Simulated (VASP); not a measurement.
# CuPd6 in VASP: further runs, part 2 of 2

VASP 6.6.1. Earlier steps stand in the parts before.

## Step 4: Single point, LDA

Input file INCAR:

```
SYSTEM = CuPd6
ALGO = Normal
DIPOL = 0.5 0.5 0.487
EDIFF = 1E-6
ENCUT = 520
IDIPOL = 3
ISIF = 2
ISMEAR = 0
LASPH = .TRUE.
LCHARG = .FALSE.
LDIPOL = .TRUE.
LREAL = .FALSE.
LWAVE = .FALSE.
NBANDS = 44
NELM = 60
PREC = Accurate
SIGMA = 0.1
```

Input file KPOINTS:

```
k-points
0
G
  11 8 1
  0 0 0
```

Input file POSCAR:

```
CuPd6
1.0
    2.7145474431      0.0000000000      0.0000000000
    0.0000000000      3.8389498098      0.0000000000
    0.0000000000      0.0000000000     25.7863686078
Pd Cu
6 1
Direct
    0.5000000000      0.5000000000      0.3296315247
    0.0000000000      0.0000000000      0.3822668430
    0.5000000000      0.5000000000      0.4349021614
    0.0000000000      0.0000000000      0.4882470115
    0.5000000000      0.5000000000      0.5400260560
    0.0000000000      0.0000000000      0.5967090808
    0.5000000000      0.5000000000      0.6356412094
```

Potentials or basis: VASP PAW LDA potentials, release 64 (Pd, Cu).

Run with:

```sh
$ cat potpaw_LDA.64/Pd/POTCAR potpaw_LDA.64/Cu/POTCAR > POTCAR
$ mpirun -np 1 vasp_std > vasp.out
```

OUTCAR:

```text
SYSTEM = CuPd6
   EDIFF = 1E-6
   ENCUT = 520
   ISIF = 2
   ISMEAR = 0
   LASPH = .TRUE.
   LREAL = .FALSE.
   NELM = 60
   PREC = Accurate

 ion  position               nearest neighbor table
   1  0.500  0.500  0.330-   3 2.71   2 2.71   2 2.71   2 2.71   2 2.71
   2  0.000  0.000  0.382-   1 2.71   1 2.71   1 2.71   1 2.71   3 2.71   3 2.71   3 2.71   3 2.71
                             4 2.73
   3  0.500  0.500  0.435-   5 2.71   1 2.71   2 2.71   2 2.71   2 2.71   2 2.71   4 2.72   4 2.72
                             4 2.72   4 2.72
   4  0.000  0.000  0.488-   5 2.70   5 2.70   5 2.70   5 2.70   3 2.72   3 2.72   3 2.72   3 2.72
                             2 2.73   6 2.80
   5  0.500  0.500  0.540-   7 2.47   4 2.70   4 2.70   4 2.70   4 2.70   3 2.71   6 2.77   6 2.77
                             6 2.77   6 2.77
   6  0.000  0.000  0.597-   7 2.56   7 2.56   7 2.56   7 2.56   5 2.77   5 2.77   5 2.77   5 2.77
                             4 2.80
   7  0.500  0.500  0.636-   5 2.47   6 2.56   6 2.56   6 2.56   6 2.56

  LATTYP: Found a simple orthorhombic cell.
 ALAT       =     2.7145474431
 B/A-ratio  =     1.4142135624
 C/A-ratio  =     9.4993250803

  Lattice vectors:

 A1 = (   2.7145474431,   0.0000000000,   0.0000000000)
 A2 = (   0.0000000000,   3.8389498098,   0.0000000000)
[... 1322 lines left out ...]
     43       6.7869      0.00000
     44       7.7709      0.00000

 [... further k-points ...]

------------------------ aborting loop because EDIFF is reached ----------------------------------------

 vacuum level on the upper side and lower side of the slab       (xc-potential included)        -0.084         0.067

  FORCE on cell =-STRESS in cart. coord.  units (eV):
  Direction    XX          YY          ZZ          XY          YZ          ZX
  --------------------------------------------------------------------------------------
  -------------------------------------------------------------------------------------
  Total       -4.9992049     -4.1660628     -0.8073191      0.0000000      0.0000000      0.0000000
  in kB      -29.8065332    -24.8391275     -4.8134421      0.0000000      0.0000000      0.0000000
  external PRESSURE =     -19.8197010 kB  Pullay stress =       0.0000000 kB

 VOLUME and BASIS-vectors are now :
 -----------------------------------------------------------------------------
  energy-cutoff  :      520.00
  volume of cell :      268.72
      direct lattice vectors                 reciprocal lattice vectors
     2.714547443  0.000000000  0.000000000     0.368385531  0.000000000  0.000000000
     0.000000000  3.838949810  0.000000000     0.000000000  0.260487907  0.000000000
     0.000000000  0.000000000 25.786368608     0.000000000  0.000000000  0.038780179

 POSITION                                       TOTAL-FORCE (eV/Angst)
 -----------------------------------------------------------------------------------
      1.35727      1.91947      8.50000         0.000000      0.000000      0.582724
      0.00000      0.00000      9.85727         0.000000      0.000000     -0.519270
      1.35727      1.91947     11.21455         0.000000      0.000000     -0.080694
      0.00000      0.00000     12.59012         0.000000      0.000000     -0.000369
      1.35727      1.91947     13.92531         0.000000      0.000000     -0.004260
      0.00000      0.00000     15.38696         0.000000      0.000000     -0.016912
      1.35727      1.91947     16.39088         0.000000      0.000000      0.038781
 -----------------------------------------------------------------------------------
    total drift:                               -0.000000      0.000000      0.000230

  FREE ENERGIE OF THE ION-ELECTRON SYSTEM (eV)
  ---------------------------------------------------
  free  energy   TOTEN  =       -41.0802883507 eV

  energy  without entropy=      -41.0111830040  energy(sigma->0) =      -41.04573568

 vacuum level on the upper side and lower side of the slab         5.230         5.423
```

stdout:

```text
POSCAR found type information on POSCAR PdCu
 POSCAR found :  2 types and       7 ions
 scaLAPACK will be used
 LDA part: xc-table for (Slater(with rela. corr.)+CA(PZ))
 , standard interpolation
 POSCAR, INCAR and KPOINTS ok, starting setup
 FFT: planning ... GRIDC
 FFT: planning ... GRID_SOFT
 FFT: planning ... GRID
 WAVECAR not read
 entering main loop
```

Run time: 10 min. Hardware: 1 thread of Intel Xeon Platinum 8488C (Sapphire Rapids), shared host; peak memory 0.45 GiB.

What came out:

| Quantity | Value |
| --- | --- |
| Free energy | -41.0803 eV |
| Largest force | 0.583 eV/Å |
| Band gap on the k mesh | zero (an odd number of electrons rules out a gap without spin polarisation) |

Forces in eV/Å, atoms in the order of the input:
```
Pd   0.000  0.000  0.583
Pd   0.000  0.000 -0.519
Pd   0.000  0.000 -0.081
Pd   0.000  0.000  0.000
Pd   0.000  0.000 -0.004
Pd   0.000  0.000 -0.017
Cu   0.000  0.000  0.039
```

Levels at points of the mesh, in eV from the Fermi level:
| k point | band 32 | band 33 | band 34 | band 35 | band 36 | band 37 | band 38 | band 39 | band 40 | band 41 |
| --- | --- | --- | --- | --- | --- | --- | --- | --- | --- | --- |
| (0.00, 0.00, 0.00) | -0.60 | -0.52 | -0.51 | -0.28 | -0.15 | -0.02 | 0.25 | 0.56 | 2.38 | 3.91 |
| (0.00, 0.50, 0.00) | -0.50 | -0.43 | -0.20 | -0.16 | -0.10 | -0.04 | -0.02 | 0.07 | 0.41 | 0.92 |

## Step 5: Summary

```tsv
cell	gap on the mesh (eV)	largest force (eV/Å)
as given, atomic positions A	none	0.64
as given, atomic positions B	none	0.63
as given, atomic positions C	none	0.58
```

Alike in all rows: task single point; level LDA; potentials or basis VASP PAW LDA potentials, release 64 (Pd, Cu); no spin polarisation; k mesh 11 × 8 × 1; cutoff (eV) 520; smearing gaussian 0.1 eV.

Absolute energies hang on the potentials; compare differences alone.
